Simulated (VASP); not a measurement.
Ta2Si: single point with PBEsol

Ta2Si:

```xyz
6
Lattice="-3.0878 3.0878 2.5236 3.0878 -3.0878 2.5236 3.0878 3.0878 -2.5236" Properties=species:S:1:pos:R:3 pbc="T T T"
Ta    2.0775    1.0103    2.5236
Ta   -1.0103    2.0775    2.5236
Ta    1.0103    2.0775    0.0000
Ta    4.0980    1.0103    0.0000
Si    0.0000    0.0000    1.2618
Si    0.0000    0.0000    3.7855
```

- Program: VASP 6.6.1
- Task: single point
- Functional: PBEsol
- Potentials or basis: VASP PAW PBE potentials, release 64 (Ta_pv, Si)
- Cutoff: 520 eV
- k mesh: 4 × 4 × 4
- Occupations: gaussian, width 0.1 eV
- Spin: no spin polarisation
- Dipole correction: no
- Further INCAR settings: ALGO = Normal; EDIFF = 1e-06; NBANDS = 35

- Pressure: -2.6 GPa
- Largest force: 0.003 eV/Å
- Band gap on the k mesh: zero (bands 26 and 27 overlap by 0.60 eV)

Forces on the atoms (eV/Å):
```
Ta   0.002 -0.002  0.000
Ta   0.002  0.002  0.000
Ta  -0.002  0.002  0.000
Ta  -0.002 -0.002  0.000
Si   0.000  0.000  0.000
Si   0.000  0.000  0.000
```

Stress tensor (GPa, compression positive):
```
-3.06  0.00  0.00
 0.00 -3.06  0.00
 0.00  0.00 -1.54
```

Levels at points of the mesh, in eV from the Fermi level:
| k point | band 23 | band 24 | band 25 | band 26 | band 27 | band 28 | band 29 | band 30 |
| --- | --- | --- | --- | --- | --- | --- | --- | --- |
| (0.00, 0.00, 0.00) | -2.42 | -1.98 | 0.19 | 0.27 | 0.97 | 1.33 | 1.33 | 1.58 |
| (0.50, 0.00, 0.00) | -1.92 | -1.92 | -1.02 | -1.02 | 0.72 | 0.72 | 1.90 | 1.90 |
| (0.50, 0.50, 0.00) | -1.89 | -1.42 | -0.15 | 0.04 | 0.12 | 0.66 | 1.37 | 1.82 |
| (0.50, 0.50, 0.50) | -1.01 | -0.99 | -0.99 | -0.97 | -0.22 | 0.25 | 0.75 | 0.75 |

Wall time 82 s on 1 thread of Intel Xeon 8259CL, with other jobs on the host, peak memory 0.25 GiB.

Caveat: the k points lie up to 0.40 Å⁻¹ apart, too coarse for converged energies and pressures of a metal; the PAW data sets were made with another functional, which shifts forces and pressure a little; spin-orbit coupling is left out, which moves the levels of the heavy elements.
